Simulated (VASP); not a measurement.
# PbSe in VASP: a series of runs

Runs on PbSe. Level: PBEsol. Tasks: single point.

All numbers are computed with VASP 6.6.1; they aren't measurements. Logs are shortened: lines on timing, memory, paths and dates and some standing lists are left out, and cuts for length are marked.

### Step 1. The cell of the first run

It takes space group Fmm2 (No. 42, orthorhombic). Conventional cell: a = 6.412 Å, b = 25.083 Å, c = 6.508 Å, α = 90.00°, β = 90.00°, γ = 90.00°. Pb (site symmetry m) has 5 Se at 2.99 to 3.46 Å within 3.9 Å. Se (site symmetry m) has 5 Pb at 2.99 to 3.46 Å within 3.9 Å.

### Step 2. Single point, PBEsol (strained)

Input file INCAR:

```
ALGO = Normal
EDIFF = 1E-7
ENCUT = 520
GGA = PS
ISIF = 2
ISMEAR = 0
LASPH = T
LCHARG = T
LELF = T
LREAL = F
LVHAR = T
LWAVE = F
NBANDS = 28
NELM = 60
PREC = Accurate
SIGMA = 0.02
```

Input file KPOINTS:

```
k-points
0
Gamma
  6 6 6
```

Input file POSCAR:

```
PbSe
1.0
    0.0000000000     12.5415550029      3.2539914295
    3.2057710431      0.0000000000      3.2539914295
    3.2057710431     12.5415550029      0.0000000000
Pb Se
2 2
Direct
    0.1869702763      0.8231925809      0.1768074191
    0.8231925809      0.1869702763      0.8130297237
    0.6769638134      0.2788743294      0.7211256706
    0.2788743294      0.6769638134      0.3230361866
```

Potentials or basis: VASP PAW PBE potentials, release 64 (Pb_d, Se).

Run with:

```
cat potpaw_PBE.64/Pb_d/POTCAR potpaw_PBE.64/Se/POTCAR > POTCAR
mpirun -np 1 vasp_std > vasp.out
```

OUTCAR:

```text
EDIFF = 1E-7
   ENCUT = 520
   GGA = PS
   ISIF = 2
   ISMEAR = 0
   LASPH = T
   LREAL = F
   NELM = 60
   PREC = Accurate

 ion  position               nearest neighbor table
   1  0.187  0.823  0.177-   4 2.99   3 3.11   3 3.24   3 3.24   3 3.46
   2  0.823  0.187  0.813-   3 2.99   4 3.11   4 3.24   4 3.24   4 3.46
   3  0.677  0.279  0.721-   2 2.99   1 3.11   1 3.24   1 3.24   1 3.46
   4  0.279  0.677  0.323-   1 2.99   2 3.11   2 3.24   2 3.24   2 3.46

  LATTYP: Found a face centered orthorhombic cell.
 ALAT       =     6.4115420862
 B/A-ratio  =     1.0150417437
 C/A-ratio  =     3.9121805127

  Lattice vectors:

 A1 = (   0.0000000000,  12.5415550029,   3.2539914295)
 A2 = (  -3.2057710431,  12.5415550029,   0.0000000000)
 A3 = (  -3.2057710431,   0.0000000000,   3.2539914295)

Analysis of symmetry for initial positions (statically):
=====================================================================
 Subroutine PRICEL returns:
 Original cell was already a primitive cell.

 Routine SETGRP: Setting up the symmetry group for a
 face centered orthorhombic supercell.

 Subroutine GETGRP returns: Found  4 space group operations
 (whereof  4 operations were pure point group operations)
 out of a pool of  8 trial point group operations.

The static configuration has the point symmetry C_2v.

Analysis of symmetry for dynamics (positions and initial velocities):
=====================================================================
 Subroutine PRICEL returns:
 Original cell was already a primitive cell.

 Routine SETGRP: Setting up the symmetry group for a
 face centered orthorhombic supercell.

 Subroutine GETGRP returns: Found  4 space group operations
 (whereof  4 operations were pure point group operations)
 out of a pool of  8 trial point group operations.

The dynamic configuration has the point symmetry C_2v.

 Subroutine INISYM returns: Found  4 space group operations
 (whereof  4 operations are pure point group operations),
 and found     1 'primitive' translations

----------------------------------------------------------------------------------------

                                     Primitive cell

  volume of cell :     261.6558

  direct lattice vectors                    reciprocal lattice vectors
     0.000000000 12.541555003  3.253991430    -0.155968718  0.039867465  0.153657442
     3.205771043  0.000000000  3.253991430     0.155968718 -0.039867465  0.153657442
     3.205771043 12.541555003  0.000000000     0.155968718  0.039867465 -0.153657442

  length of vectors
    12.956815277  4.567869110 12.944789294     0.222544974  0.222544974  0.222544974

  position of ions in fractional coordinates (direct lattice)
     0.186970276  0.823192581  0.176807419
     0.823192581  0.186970276  0.813029724
     0.676963813  0.278874329  0.721125671
     0.278874329  0.676963813  0.323036187

  ion indices of the primitive-cell ions
   primitive index   ion index
                 1           1
                 2           2
                 3           3
                 4           4

----------------------------------------------------------------------------------------

 KPOINTS: k-points

Automatic generation of k-mesh.
 Grid dimensions read from file:
 generate k-points for:    6    6    6

 Generating k-lattice:

  Cartesian coordinates                     Fractional coordinates (reciprocal lattice)
    -0.025994786  0.006644577  0.025609574     0.166666667  0.000000000  0.000000000
     0.025994786 -0.006644577  0.025609574     0.000000000  0.166666667  0.000000000
     0.025994786  0.006644577 -0.025609574     0.000000000  0.000000000  0.166666667

  Length of vectors
     0.037090829  0.037090829  0.037090829

  Shift w.r.t. Gamma in fractional coordinates (k-lattice)
     0.000000000  0.000000000  0.000000000

 Subroutine IBZKPT returns following result:
 ===========================================

 Found     46 irreducible k-points:

 Following reciprocal coordinates:
            Coordinates               Weight
  0.000000  0.000000  0.000000      1.000000
  0.166667  0.000000  0.000000      8.000000
  0.333333  0.000000  0.000000      8.000000
  0.500000  0.000000  0.000000      4.000000
  0.166667  0.166667  0.000000      2.000000
  0.333333  0.166667  0.000000      8.000000
[... 16 lines left out ...]
 -0.166667  0.166667  0.166667      8.000000
  0.500000  0.333333  0.166667      4.000000
 [... further k-points ...]
   k-points           NKPTS =     46   k-points in BZ     NKDIM =     46   number of bands    NBANDS=     28
   number of dos      NEDOS =    301   number of ions     NIONS =      4
   total plane-waves  NPLWV = 331776
   dimension x,y,z NGX =    96 NGY =   36 NGZ =   96
   dimension x,y,z NGXF=   192 NGYF=   72 NGZF=  192
   ions per type =               2   2
   NGX,Y,Z   is equivalent  to a cutoff of  12.32, 13.10, 12.33 a.u.
   NGXF,Y,Z  is equivalent  to a cutoff of  24.64, 26.20, 24.66 a.u.
 SYSTEM =  unknown system
   PREC   = accura    normal or accurate (medium, high low for compatibility)
   ISTART =      0    job   : 0-new  1-cont  2-samecut
   ICHARG =      2    charge: 1-file 2-atom 10-const
   ISPIN  =      1    spin polarized calculation?
   LNONCOLLINEAR =      F non collinear calculations
   LSORBIT =      F    spin-orbit coupling
   LASPH  =      T    aspherical Exc in radial PAW
   ENCUT  =  520.0 eV  38.22 Ry    6.18 a.u.  24.09  8.49 24.07*2*pi/ulx,y,z
   NELM   =     60;   NELMIN=  2; NELMDL= -5     # of ELM steps
   EDIFF  = 0.1E-06   stopping-criterion for ELM
   LREAL  =      F    real-space projection
   EDIFFG = 0.1E-05   stopping-criterion for IOM
   NSW    =      0    number of steps for IOM
   IBRION =     -1    ionic relax: 0-MD 1-quasi-New 2-CG
   NFREE  =      0    steps in history (QN), initial steepest desc. (CG)
   ISIF   =      2    stress and relaxation
   ISYM   =      2    0-nonsym 1-usesym 2-fastsym
   POTIM  = 0.5000    time-step for ionic-motion
   TEBEG  =    0.0;   TEEND  =   0.0 temperature during run
   PSTRESS=    0.0 pullay stress
   NELECT =      40.0000    total number of electrons
   NUPDOWN=      -1.0000    fix difference up-down
   EMIN   =  10.00;   EMAX   =-10.00  energy-range for DOS
   EFERMI =   0.00;   METHOD = LEGACY
   ISMEAR =     0;   SIGMA  =   0.02  broadening in eV -4-tet -1-fermi 0-gaus
   EFERMI_NEDOS =   21; number of points for ismear=-14 and -15
   IALGO  =     38    algorithm
   IMIX   =      4    mixing-type and parameters
     AMIX     =   0.40;   BMIX     =  1.00
     AMIX_MAG =   1.60;   BMIX_MAG =  1.00
  volume/ion in A,a.u.               =      65.41       441.44
  Fermi-wavevector in a.u.,A,eV,Ry     =   0.875356  1.654183 10.425440  0.766248
  Thomas-Fermi vector in A             =   1.995015
   LORBIT       =      0    0 simple, 1 ext, 2 COOP (PROOUT), +10 PAW based schemes
   GGA     = PS    functional components
   LHFCALC =     F    Hartree Fock is set to
   AEXX    =    0.0000 exact exchange contribution
   IVDW    =     0    specifies the selected vdW correction
   LEPSILON=     F    determine dielectric tensor
   LRPA    =     F    only Hartree local field effects (RPA)
 non-spin polarized calculation
 Gauss-broadening in eV      SIGMA  =   0.02
  energy-cutoff  :      520.00
  volume of cell :      261.66
 maximum number of plane-waves:      7082
   NGX = 49   NGY = 17   NGZ = 47

 number of electron      39.9999997 magnetization

 Free energy of the ion-electron system (eV)
  ---------------------------------------------------
  ext. energy  EPLUGINS =         0.00000000
  ---------------------------------------------------
  free energy    TOTEN  =       -16.69423044 eV

  energy without entropy =      -16.69423044  energy(sigma->0) =      -16.69423044

 E-fermi :  -0.4674     XC(G=0):  -5.3367

 val. band max:       -0.6213838825   @ k =   0.0000   0.0000   0.0000
 cond. band min:       0.7765766773   @ k =   0.5000   0.0000   0.5000
 fundamental gap:      1.3979605598
 Fermi energy:        -0.4674398496

 k-point     1 :       0.0000    0.0000    0.0000
  band No.  band energies     occupation
      1     -17.0665      2.00000
      2     -17.0356      2.00000
      3     -17.0349      2.00000
      4     -17.0310      2.00000
      5     -17.0228      2.00000
      6     -17.0217      2.00000
[... 20 lines left out ...]
     27       4.3161      0.00000
     28       4.9546      0.00000

 k-point     2 :       0.1667    0.0000    0.0000
  band No.  band energies     occupation
      1     -17.0622      2.00000
      2     -17.0356      2.00000
      3     -17.0319      2.00000
      4     -17.0276      2.00000
      5     -17.0234      2.00000
      6     -17.0207      2.00000
[... 20 lines left out ...]
     27       4.2437      0.00000
     28       5.1341      0.00000

 k-point     3 :       0.3333    0.0000    0.0000
  band No.  band energies     occupation
      1     -17.0533      2.00000
      2     -17.0384      2.00000
      3     -17.0272      2.00000
      4     -17.0248      2.00000
      5     -17.0239      2.00000
      6     -17.0224      2.00000
[... 20 lines left out ...]
     27       4.2643      0.00000
     28       5.6605      0.00000

 k-point     4 :       0.5000    0.0000    0.0000
  band No.  band energies     occupation
      1     -17.0447      2.00000
      2     -17.0447      2.00000
      3     -17.0264      2.00000
      4     -17.0264      2.00000
      5     -17.0240      2.00000
      6     -17.0240      2.00000
[... 578 lines left out ...]
     27       4.9520      0.00000
     28       5.3742      0.00000

 k-point    23 :      -0.1667    0.1667    0.1667
  band No.  band energies     occupation
      1     -17.0529      2.00000
      2     -17.0379      2.00000
      3     -17.0276      2.00000
      4     -17.0268      2.00000
      5     -17.0241      2.00000
      6     -17.0225      2.00000
[... 20 lines left out ...]
     27       4.3625      0.00000
     28       5.7040      0.00000

 k-point    24 :       0.5000    0.3333    0.1667
  band No.  band energies     occupation
      1     -17.0544      2.00000
      2     -17.0476      2.00000
      3     -17.0296      2.00000
      4     -17.0291      2.00000
      5     -17.0244      2.00000
      6     -17.0191      2.00000
[... 20 lines left out ...]
     27       4.8247      0.00000
     28       5.8811      0.00000

 [... further k-points ...]

------------------------ aborting loop because EDIFF is reached ----------------------------------------

  FORCE on cell =-STRESS in cart. coord.  units (eV):
  Direction    XX          YY          ZZ          XY          YZ          ZX
  --------------------------------------------------------------------------------------
  -------------------------------------------------------------------------------------
  Total       -5.4586773     -5.4572670     -5.6482322      0.0000000      0.0000000      0.0000000
  in kB      -33.4247152    -33.4160792    -34.5854028      0.0000000      0.0000000      0.0000000
  external PRESSURE =     -33.8087324 kB  Pullay stress =       0.0000000 kB

 VOLUME and BASIS-vectors are now :
 -----------------------------------------------------------------------------
  energy-cutoff  :      520.00
  volume of cell :      261.66
      direct lattice vectors                 reciprocal lattice vectors
     0.000000000 12.541555003  3.253991430    -0.155968718  0.039867465  0.153657442
     3.205771043  0.000000000  3.253991430     0.155968718 -0.039867465  0.153657442
     3.205771043 12.541555003  0.000000000     0.155968718  0.039867465 -0.153657442

 POSITION                                       TOTAL-FORCE (eV/Angst)
 -----------------------------------------------------------------------------------
      3.20577      4.56234      3.28706         0.000000      1.286338      0.176356
      3.20577     20.52077      3.28706         0.000000     -1.286338      0.176356
      3.20577     17.53422      3.11029         0.000000      0.402067     -0.176356
      3.20577      7.54889      3.11029         0.000000     -0.402067     -0.176356
 -----------------------------------------------------------------------------------
    total drift:                               -0.000027      0.000004     -0.000098

  FREE ENERGIE OF THE ION-ELECTRON SYSTEM (eV)
  ---------------------------------------------------
  free  energy   TOTEN  =       -16.6942304403 eV

  energy  without entropy=      -16.6942304403  energy(sigma->0) =      -16.69423044
```

Run time: 9.1 min. Hardware: 1 thread of Intel Xeon 6975P-C (Granite Rapids), shared host; peak memory 0.83 GiB.

What came out:

```
Free energy            : -16.6942 eV
Pressure               : -3.4 GPa
Largest force          : 1.298 eV/Å
Band gap on the k mesh : 1.40 eV
```

Forces on the atoms (eV/Å):
```
Pb   0.000  1.286  0.176
Pb   0.000 -1.286  0.176
Se   0.000  0.402 -0.176
Se   0.000 -0.402 -0.176
```

Caveat: the cell differs from its parent crystal (strained); the cell stands under tension; the PAW data sets were made with another functional, which shifts forces and pressure a little; spin-orbit coupling is left out, which moves the levels of the heavy elements.

(Part 1 of 2 ends here.)
